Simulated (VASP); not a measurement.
A run of VASP 6.6.1:

Contents of INCAR:

```
SYSTEM = YbB2
ALGO = Normal ; EDIFF = 1E-6
ENCUT = 520 ; GGA = PS
ISIF = 2 ; ISMEAR = 0
LASPH = .TRUE. ; LCHARG = .TRUE.
LELF = .TRUE. ; LREAL = .FALSE.
LVHAR = .TRUE. ; LWAVE = .FALSE.
NBANDS = 22 ; NELM = 80
PREC = Accurate ; SIGMA = 0.1
```

Contents of KPOINTS:

```
k-points
0
G
  15 15 12
  0 0 0
```

File POSCAR:

```
YbB2
1.0
    3.1068884125      0.0000000000      0.0000000000
   -1.5534442063      2.6906442920      0.0000000000
    0.0000000000      0.0000000000      3.6589434907
Yb B
1 2
Direct
    0.0000000000      0.0000000000      0.0000000000
    0.3333333333      0.6666666667      0.5000000000
    0.6666666667      0.3333333333      0.5000000000
```

Potentials or basis: VASP PAW PBE potentials, release 64 (Yb, B).

Run with:

```sh
$ cat potpaw_PBE.64/Yb/POTCAR potpaw_PBE.64/B/POTCAR > POTCAR
$ mpirun -np 1 vasp_std > vasp.out
```

Hardware: 1 thread of Intel(R) Xeon(R) Platinum 8488C (Sapphire Rapids), with other jobs on the host.

Problem. Estimate the wall time of this run.

Solution. Run time: 3.6 min on 1 thread of Intel(R) Xeon(R) Platinum 8488C (Sapphire Rapids), with other jobs on the host, peak memory 0.26 GiB. Counts: scf iterations 41, k points 189.
